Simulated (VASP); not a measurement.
# Li (I4_1/amd) in VASP: notebook

The runs below take Li through single point, with PBE.

Everything below comes from runs of VASP 6.6.1. Logs are shortened: lines on timing, memory, paths and dates and some standing lists are left out, and cuts for length are marked.

### Step 1. The cell of the first run

Symmetry: I4_1/amd, No. 141, tetragonal system. Conventional cell: a = 4.721 Å, b = 4.721 Å, c = 2.554 Å, α = 90.00°, β = 90.00°, γ = 90.00°. Within 3.2 Å of Li (site symmetry -4m2) lie 10 Li at 2.45 to 3.04 Å.

### Step 2. Single point, PBE (14.23 Å³/atom)

Contents of INCAR:

```
SYSTEM = Li
PREC = Accurate
ENCUT = 520
EDIFF = 1E-6
ISMEAR = -1
SIGMA = 0.08
LREAL = .False.
LASPH = .True.
NELM = 80
ALGO = Normal
ISIF = 2
LWAVE = .False.
LCHARG = .False.
GGA = PE
NBANDS = 10
```

Contents of KPOINTS:

```
Automatic mesh
0
Gamma
  15 15 15
  0 0 0
```

Contents of POSCAR:

```
Li
1.0
   -2.3603403759      2.3603403759      1.2768326980
    2.3603403759     -2.3603403759      1.2768326980
    2.3603403759      2.3603403759     -1.2768326980
Li
2
Direct
   -0.3750000000     -0.1250000000     -0.2500000000
    0.3750000000      0.1250000000      0.2500000000
```

Potentials or basis: VASP PAW PBE potentials, release 64 (Li_sv).

The run is started by

```console
$ cat potpaw_PBE.64/Li_sv/POTCAR > POTCAR
$ mpirun -np 1 vasp_std > vasp.out
```

OUTCAR:

```text
SYSTEM = Li
   PREC = Accurate
   ENCUT = 520
   EDIFF = 1E-6
   ISMEAR = -1
   LREAL = .False.
   LASPH = .True.
   NELM = 80
   ISIF = 2
   GGA = PE

 ion  position               nearest neighbor table
   1  0.625  0.875  0.750-   2 2.45   2 2.45   2 2.45   2 2.45
   2  0.375  0.125  0.250-   1 2.45   1 2.45   1 2.45   1 2.45

  LATTYP: Found a body centered tetragonal cell.
 ALAT       =     4.7206807518
 C/A-ratio  =     0.5409527842

  Lattice vectors:

 A1 = (  -2.3603403759,   2.3603403759,   1.2768326980)
 A2 = (   2.3603403759,  -2.3603403759,   1.2768326980)
 A3 = (   2.3603403759,   2.3603403759,  -1.2768326980)

Analysis of symmetry for initial positions (statically):
=====================================================================
 Subroutine PRICEL returns:
 Original cell was already a primitive cell.

 Routine SETGRP: Setting up the symmetry group for a
 body centered tetragonal supercell.

 Subroutine GETGRP returns: Found 16 space group operations
 (whereof  4 operations were pure point group operations)
 out of a pool of 16 trial point group operations.

The static configuration has the point symmetry C_2h.
 The point group associated with its full space group is D_4h.

Analysis of symmetry for dynamics (positions and initial velocities):
=====================================================================
 Subroutine PRICEL returns:
 Original cell was already a primitive cell.

 Routine SETGRP: Setting up the symmetry group for a
 body centered tetragonal supercell.

 Subroutine GETGRP returns: Found 16 space group operations
 (whereof  4 operations were pure point group operations)
 out of a pool of 16 trial point group operations.

The dynamic configuration has the point symmetry C_2h.
 The point group associated with its full space group is D_4h.

 Subroutine INISYM returns: Found 16 space group operations
 (whereof  4 operations are pure point group operations),
 and found     1 'primitive' translations

----------------------------------------------------------------------------------------

                                     Primitive cell

  volume of cell :      28.4540

  direct lattice vectors                    reciprocal lattice vectors
    -2.360340376  2.360340376  1.276832698     0.000000000  0.211833855  0.391593982
[... 90 lines left out ...]
   IBRION =     -1    ionic relax: 0-MD 1-quasi-New 2-CG
   NFREE  =      0    steps in history (QN), initial steepest desc. (CG)
   ISIF   =      2    stress and relaxation
   ISYM   =      2    0-nonsym 1-usesym 2-fastsym
   POTIM  = 0.5000    time-step for ionic-motion
   TEBEG  =    0.0;   TEEND  =   0.0 temperature during run
   PSTRESS=    0.0 pullay stress
   NELECT =       6.0000    total number of electrons
   NUPDOWN=      -1.0000    fix difference up-down
   EMIN   =  10.00;   EMAX   =-10.00  energy-range for DOS
   EFERMI =   0.00;   METHOD = LEGACY
   ISMEAR =    -1;   SIGMA  =   0.08  broadening in eV -4-tet -1-fermi 0-gaus
   EFERMI_NEDOS =   21; number of points for ismear=-14 and -15
   IALGO  =     38    algorithm
   IMIX   =      4    mixing-type and parameters
     AMIX     =   0.40;   BMIX     =  1.00
     AMIX_MAG =   1.60;   BMIX_MAG =  1.00
  volume/ion in A,a.u.               =      14.23        96.01
  Fermi-wavevector in a.u.,A,eV,Ry     =   0.974415  1.841378 12.918534  0.949485
  Thomas-Fermi vector in A             =   2.104873
   LORBIT       =      0    0 simple, 1 ext, 2 COOP (PROOUT), +10 PAW based schemes
   GGA     = PE    functional components
   LHFCALC =     F    Hartree Fock is set to
   AEXX    =    0.0000 exact exchange contribution
   IVDW    =     0    specifies the selected vdW correction
   LEPSILON=     F    determine dielectric tensor
   LRPA    =     F    only Hartree local field effects (RPA)
 non-spin polarized calculation
  energy-cutoff  :      520.00
  volume of cell :       28.45
 maximum number of plane-waves:       784
   NGX = 13   NGY = 13   NGZ = 13

 number of electron       5.9999987 magnetization

 Free energy of the ion-electron system (eV)
  ---------------------------------------------------
  ext. energy  EPLUGINS =         0.00000000
  ---------------------------------------------------
  free energy    TOTEN  =        -3.42691469 eV

  energy without entropy =       -3.40818972  energy(sigma->0) =       -3.41755221

 E-fermi :   1.7143     XC(G=0):  -7.9661

 val. band max:        1.7080048145   @ k =  -0.3333   0.4000   0.2000
 cond. band min:       1.7308728129   @ k =   0.4000   0.2000   0.0667
 fundamental gap:      0.0228679984
 Fermi energy:         1.7142674731

 k-point     1 :       0.0000    0.0000    0.0000
  band No.  band energies     occupation
      1     -44.4663      2.00000
      2     -44.3296      2.00000
      3      -2.1478      2.00000
      4       6.3280      0.00000
      5       6.3280      0.00000
      6       9.1504      0.00000
      7      13.6357      0.00000
      8      17.9637      0.00000
      9      17.9637      0.00000
     10      19.1343      0.00000
[... 287 lines left out ...]
 k-point    24 :       0.2000    0.1333    0.0000
  band No.  band energies     occupation
      1     -44.4114      2.00000
      2     -44.3204      2.00000
      3      -0.2639      2.00000
      4       6.3908      0.00000
      5       8.4164      0.00000
      6       8.7989      0.00000
      7      10.9521      0.00000
      8      12.3438      0.00000
      9      13.5956      0.00000
     10      14.8116      0.00000

 [... further k-points ...]

------------------------ aborting loop because EDIFF is reached ----------------------------------------

  FORCE on cell =-STRESS in cart. coord.  units (eV):
  Direction    XX          YY          ZZ          XY          YZ          ZX
  --------------------------------------------------------------------------------------
  -------------------------------------------------------------------------------------
  Total        1.4418477      1.4418477      1.4944420      0.0000000     -0.0000000     -0.0000000
  in kB       81.1870416     81.1870416     84.1485046      0.0000000     -0.0000000     -0.0000000
  external PRESSURE =      82.1741960 kB  Pullay stress =       0.0000000 kB

 VOLUME and BASIS-vectors are now :
 -----------------------------------------------------------------------------
  energy-cutoff  :      520.00
  volume of cell :       28.45
      direct lattice vectors                 reciprocal lattice vectors
    -2.360340376  2.360340376  1.276832698     0.000000000  0.211833855  0.391593982
     2.360340376 -2.360340376  1.276832698     0.211833855  0.000000000  0.391593982
     2.360340376  2.360340376 -1.276832698     0.211833855  0.211833855  0.000000000

 POSITION                                       TOTAL-FORCE (eV/Angst)
 -----------------------------------------------------------------------------------
      2.36034      1.18017      0.95762        -0.000000     -0.000000      0.000000
      0.00000      1.18017      0.31921         0.000000      0.000000     -0.000000
 -----------------------------------------------------------------------------------
    total drift:                                0.000000      0.000000      0.000000

  FREE ENERGIE OF THE ION-ELECTRON SYSTEM (eV)
  ---------------------------------------------------
  free  energy   TOTEN  =        -3.4269146916 eV

  energy  without entropy=       -3.4081897204  energy(sigma->0) =       -3.41755221
```

OSZICAR:

```text
N       E                     dE             d eps       ncg     rms          rms(c)
DAV:   1     0.195941967869E+02    0.19594E+02   -0.32334E+03  5760   0.610E+02
DAV:   2    -0.140547879809E+01   -0.21000E+02   -0.20344E+02  7704   0.114E+02
DAV:   3    -0.337230231843E+01   -0.19668E+01   -0.19487E+01  8540   0.306E+01
DAV:   4    -0.342617395307E+01   -0.53872E-01   -0.53448E-01  7812   0.408E+00
DAV:   5    -0.342654583140E+01   -0.37188E-03   -0.37185E-03  7674   0.349E-01    0.497E-01
DAV:   6    -0.342624522737E+01    0.30060E-03   -0.18678E-03  9504   0.189E-01    0.328E-01
DAV:   7    -0.342693730997E+01   -0.69208E-03   -0.48974E-03  8178   0.311E-01    0.584E-02
DAV:   8    -0.342691836418E+01    0.18946E-04   -0.10931E-04  7130   0.833E-02    0.967E-03
DAV:   9    -0.342691551715E+01    0.28470E-05   -0.11441E-05  8462   0.256E-02    0.275E-03
DAV:  10    -0.342691469160E+01    0.82554E-06   -0.26861E-07  4464   0.501E-03
   1 F= -.34269147E+01 E0= -.34175522E+01  d E =-.187250E-01
```

stdout:

```text
POSCAR found type information on POSCAR Li
 POSCAR found :  1 types and       2 ions
 scaLAPACK will be used
 LDA part: xc-table for (Slater+PW92), standard interpolation
 POSCAR, INCAR and KPOINTS ok, starting setup
 FFT: planning ... GRIDC
 FFT: planning ... GRID_SOFT
 FFT: planning ... GRID
 WAVECAR not read
 entering main loop
```

Wall time 31 s (1 thread of Intel Xeon 6975P-C (Granite Rapids), shared host); peak memory 0.18 GiB.

What came out:

```
Free energy            : -3.4269 eV
Band gap on the k mesh : zero (bands 3 and 4 overlap by 3.23 eV)
```

Caveat: the cutoff is under 1.25 times the usual one of these potentials, so pressure, stress and relaxed cells hold a basis-set (Pulay) error.

### Step 3. Single point, PBE

This run uses another cell than the first one, of 16.26 Å³/atom.

Contents of INCAR:

```
SYSTEM = Li
  PREC = Accurate
  ENCUT = 520
  EDIFF = 1E-6
  ISMEAR = -1
  SIGMA = 0.08
  LREAL = .False.
  LASPH = .True.
  NELM = 80
  ALGO = Normal
  ISIF = 2
  LWAVE = .False.
  LCHARG = .False.
  GGA = PE
  NBANDS = 10
```

KPOINTS is that of step 2.

Contents of POSCAR:

```
Li
1.0
   -2.4677734329      2.4677734329      1.3349489092
    2.4677734329     -2.4677734329      1.3349489092
    2.4677734329      2.4677734329     -1.3349489092
Li
2
Direct
   -0.3750000000     -0.1250000000     -0.2500000000
    0.3750000000      0.1250000000      0.2500000000
```

Potentials or basis: VASP PAW PBE potentials, release 64 (Li_sv).

The run is started by

```console
$ cat potpaw_PBE.64/Li_sv/POTCAR > POTCAR
$ mpirun -np 1 vasp_std > vasp.out
```

It took 35 s on 1 thread of Intel Xeon 6975P-C (Granite Rapids), shared host; peak memory 0.19 GiB.

The run converged. Its results:

```
Free energy            : -3.5831 eV
Band gap on the k mesh : zero (bands 3 and 4 overlap by 3.11 eV)
```

Levels at points of the mesh, in eV from the Fermi level:
| k point | band 1 | band 2 | band 3 | band 4 | band 5 | band 6 | band 7 | band 8 |
| --- | --- | --- | --- | --- | --- | --- | --- | --- |
| (0.00, 0.00, 0.00) | -46.34 | -46.25 | -3.74 | 4.24 | 4.24 | 6.92 | 10.62 | 14.83 |

Caveat: the cutoff is under 1.25 times the usual one of these potentials, so pressure, stress and relaxed cells hold a basis-set (Pulay) error.

### Step 4. Single point, PBE (16.26 Å³/atom)

This run uses another cell than the first one, of 16.26 Å³/atom.

Contents of INCAR:

```
PREC = Accurate
ENCUT = 520
EDIFF = 1E-6
ISMEAR = -1
SIGMA = 0.08
LREAL = F
LASPH = T
NELM = 100
ALGO = Normal
ISIF = 2
LWAVE = F
LCHARG = F
GGA = PE
NBANDS = 10
```

Contents of KPOINTS:

```
Automatic mesh
0
Gamma
  15 15 15
```

POSCAR is that of step 3.

The run is started by

```console
$ cat potpaw_PBE.64/Li_sv/POTCAR > POTCAR
$ mpirun -np 1 vasp_std > vasp.out
```

Run time: 33 s. Hardware: 1 thread of Intel Xeon 6975P-C (Granite Rapids), shared host; peak memory 0.2 GiB.

It converged, with:

```yaml
Free_energy: -3.5831 eV
Band_gap_on_the_k_mesh: zero (bands 3 and 4 overlap by 3.11 eV)
```

Levels at points of the mesh, in eV from the Fermi level:
```
           k point  band 1  band 2  band 3  band 4  band 5  band 6  band 7
(0.00, 0.00, 0.00)  -46.34  -46.25   -3.74    4.24    4.24    6.92   10.62
```

Caveat: the cutoff is under 1.25 times the usual one of these potentials, so pressure, stress and relaxed cells hold a basis-set (Pulay) error.

### Step 5. Single point, PBE

This run uses another cell than the first one, of 18.29 Å³/atom.

Contents of INCAR:

```
  PREC = Accurate
  ENCUT = 520
  EDIFF = 1E-6
  ISMEAR = -1
  SIGMA = 0.08
  LREAL = F
  LASPH = T
  NELM = 100
  ALGO = Normal
  ISIF = 2
  LWAVE = F
  LCHARG = T
  GGA = PE
  LELF = T
  LVHAR = T
  NBANDS = 10
```

Contents of KPOINTS:

```
regular mesh
0
Gamma
  15 15 15
```

Contents of POSCAR:

```
Li
1.0
   -2.5665877984      2.5665877984      1.3884028154
    2.5665877984     -2.5665877984      1.3884028154
    2.5665877984      2.5665877984     -1.3884028154
Li
2
Direct
   -0.3750000000     -0.1250000000     -0.2500000000
    0.3750000000      0.1250000000      0.2500000000
```

Potentials or basis: VASP PAW PBE potentials, release 64 (Li_sv).

The run is started by

```console
$ cat potpaw_PBE.64/Li_sv/POTCAR > POTCAR
$ mpirun -np 1 vasp_std > vasp.out
```

OUTCAR:

```text
PREC = Accurate
   ENCUT = 520
   EDIFF = 1E-6
   ISMEAR = -1
   LREAL = F
   LASPH = T
   NELM = 100
   ISIF = 2
   GGA = PE

 ion  position               nearest neighbor table
   1  0.625  0.875  0.750-
   2  0.375  0.125  0.250-

  LATTYP: Found a body centered tetragonal cell.
 ALAT       =     5.1331755968
 C/A-ratio  =     0.5409527842

  Lattice vectors:

[... 495 lines left out ...]
      8       9.9342      0.00000
      9      10.9184      0.00000
     10      12.0776      0.00000

 [... further k-points ...]

------------------------ aborting loop because EDIFF is reached ----------------------------------------

  FORCE on cell =-STRESS in cart. coord.  units (eV):
  Direction    XX          YY          ZZ          XY          YZ          ZX
  --------------------------------------------------------------------------------------
  -------------------------------------------------------------------------------------
  Total        0.3442806      0.3442806      0.3585458     -0.0000000     -0.0000000      0.0000000
  in kB       15.0777103     15.0777103     15.7024507     -0.0000000     -0.0000000      0.0000000
  external PRESSURE =      15.2859571 kB  Pullay stress =       0.0000000 kB

 VOLUME and BASIS-vectors are now :
 -----------------------------------------------------------------------------
  energy-cutoff  :      520.00
  volume of cell :       36.58
      direct lattice vectors                 reciprocal lattice vectors
    -2.566587798  2.566587798  1.388402815     0.000000000  0.194811181  0.360126034
     2.566587798 -2.566587798  1.388402815     0.194811181  0.000000000  0.360126034
     2.566587798  2.566587798 -1.388402815     0.194811181  0.194811181  0.000000000

 POSITION                                       TOTAL-FORCE (eV/Angst)
 -----------------------------------------------------------------------------------
      2.56659      1.28329      1.04130        -0.000000     -0.000000      0.000000
      0.00000      1.28329      0.34710         0.000000      0.000000     -0.000000
 -----------------------------------------------------------------------------------
    total drift:                                0.000000     -0.000000      0.000000

  FREE ENERGIE OF THE ION-ELECTRON SYSTEM (eV)
  ---------------------------------------------------
  free  energy   TOTEN  =        -3.6554801544 eV

  energy  without entropy=       -3.6362583095  energy(sigma->0) =       -3.64586923
```

It took 46 s on 1 thread of Intel Xeon 6975P-C (Granite Rapids), shared host; peak memory 0.21 GiB.

What came out:

```yaml
Free_energy: -3.6555 eV
Band_gap_on_the_k_mesh: zero (bands 3 and 4 overlap by 2.99 eV)
```

Caveat: the cutoff is under 1.25 times the usual one of these potentials, so pressure, stress and relaxed cells hold a basis-set (Pulay) error.

### Step 6. Summary

```tsv
cell	gap on the mesh (eV)
a = 3.574 Å, angles 97.3, 97.3, 138.1°, 2 atoms	none
a = 3.737 Å, angles 97.3, 97.3, 138.1°, 2 atoms	none
a = 3.886 Å, angles 97.3, 97.3, 138.1°, 2 atoms	none
```

Alike in all rows: task single point; level PBE; potentials or basis VASP PAW PBE potentials, release 64 (Li_sv); no spin polarisation; k mesh 15 × 15 × 15; cutoff (eV) 520; smearing fermi-dirac 0.08 eV.

Caveats: the cutoff is under 1.25 times the usual one of these potentials, so pressure, stress and relaxed cells hold a basis-set (Pulay) error.

Total energies depend on the potentials used, so only differences within one code and one set of settings carry meaning.
